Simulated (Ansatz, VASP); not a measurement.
# H6C2O in VASP and in Ansatz

```xyz
36
Lattice="7.2936 0.0000 0.0000 0.0000 7.2936 0.0000 0.0000 0.0000 7.2936" Properties=species:S:1:pos:R:3 pbc="T T T"
C     1.1530    0.8077    5.5872
C     0.0355    1.7510    5.2218
C     5.6506    5.5322    7.3875
C     5.0031    4.5307    6.4811
C     3.1770    1.0271    1.4022
C     2.0530    1.5732    2.2455
C     6.9784    4.5160    3.2372
C     6.3662    5.8984    3.2138
O    -1.2381    1.1296    5.4386
O     4.4927    3.4895    7.3239
O     0.8394    1.4398    1.5004
O     4.9444    5.7238    3.2502
H    -1.9198    1.7829    5.2060
H     0.1189    2.6763    5.8234
H     0.1201    2.0447    4.1635
H     2.1127    1.3020    5.4073
H     1.0878    0.5269    6.6454
H     1.1053   -0.0874    4.9486
H     4.1227    2.7937    6.7593
H     4.2034    4.9838    5.8754
H     5.7682    4.1201    5.8064
H     6.0753    6.3860    6.8487
H     4.9170    5.8771    8.1276
H     6.4469    5.0188    7.9318
H     0.1183    1.8120    2.0352
H     1.9906    1.0011    3.1800
H     2.2454    2.6349    2.5024
H     4.1515    1.1850    1.8875
H     3.0300   -0.0391    1.1767
H     3.1854    1.5842    0.4682
H     4.5359    6.5951    3.1364
H     6.6862    6.4749    4.0934
H     6.6914    6.4458    2.3141
H     8.0770    4.5430    3.2304
H     6.6522    4.0291    4.1504
H     6.6346    3.9059    2.3848
```

Alike in both runs: functional PBE; dispersion D3(BJ); k mesh 1 × 1 × 1; occupations fermi-dirac, width 0.05 eV; no spin polarisation.

Ansatz relaxed the structure, and its values are those at the end. VASP's run is a single point on that final structure, the one shown.

|  | VASP | Ansatz |
| --- | --- | --- |
| version | VASP 6.6.1 | Ansatz 0.2.0 |
| potentials or method | VASP PAW PBE potentials, release 64 (C, O, H), cutoff 520 eV | scalar-relativistic, plane waves, PAW |
| valence electrons in the cell | 80 | 80 |

|  | VASP | Ansatz | Ansatz less VASP |
| --- | --- | --- | --- |
| rms of the force components (eV/Å) | 0.095 | 0.087 | -0.0078 |
